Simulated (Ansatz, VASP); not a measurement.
**Two plane-wave programs on Sb**

Contents of INCAR:

```
  ALGO = Normal
  EDIFF = 1E-6
  EDIFFG = -0.002
  ENCUT = 600
  GGA = PS
  IBRION = 2
  ISIF = 3
  ISMEAR = 0
  LASPH = True
  LCHARG = False
  LREAL = False
  LWAVE = False
  NELM = 100
  NSW = 100
  PREC = Accurate
  SIGMA = 0.1
```

The input KPOINTS:

```
k-points
0
Gamma
  14 10 10
```

File POSCAR:

```
Sb
1.0
    3.1224020000      0.0000000000      0.0000000000
    0.0000000000      4.3475180000      0.0000000000
   -0.0389150000      0.0000000000      4.4058520000
Sb
2
Direct
    0.9886110000      0.7500000000      0.7588340000
    0.0113890000      0.2500000000      0.2411660000
```

Input for Ansatz:

```yaml
crystal:
  lattice:
    - [3.122402, 0.0, 0.0]
    - [0.0, 4.347518, 0.0]
    - [-0.038915, 0.0, 4.405852]
  atoms:
    - { symbol: Sb, position: [0.988611, 0.75, 0.758834] }
    - { symbol: Sb, position: [0.011389, 0.25, 0.241166] }
basis:
  ecutwfc: 420
kpoints:
  mp_grid: { grid: [14, 10, 10] }
hamiltonian:
  xc: pbesol
scf:
  occupations: { method: gaussian, width: 0.1 }
output:
  forces: true
  stress: true
  eigenvalues: true
relax:
  adjacent_minimum: "off"
  f_tol: 0.002
  max_steps: 80
  cell: { stress_tol: 0.02 }
```

Alike in both runs: task relaxation of cell and atoms; functional PBEsol; k mesh 14 × 10 × 10; occupations gaussian, width 0.1 eV; no spin polarisation.

|  | VASP | Ansatz |
| --- | --- | --- |
| version | VASP 6.6.1 | Ansatz 0.2.0 |
| potentials or method | VASP PAW PBE potentials, release 64 (Sb), cutoff 600 eV | scalar-relativistic, plane waves, PAW |
| valence electrons in the cell | 10 | 30 |

```csv
,VASP,Ansatz,Ansatz less VASP
"gap on the k mesh at the Fermi level, each at its own relaxed structure (eV)",none,none,-
relaxed volume (Å³/atom),28.73,28.67,-0.057
relaxed cell length with the largest relative difference (Å),4.329,4.326,-0.0034
```

VASP's potentials were made for PBE, not for PBEsol. A gap of «none» marks a metal or a gap that the smearing closes. VASP's potentials hold 10 valence electrons a cell and Ansatz's 30, so a difference there can come from the potentials and not from the codes.

Neither program's run includes spin-orbit coupling.
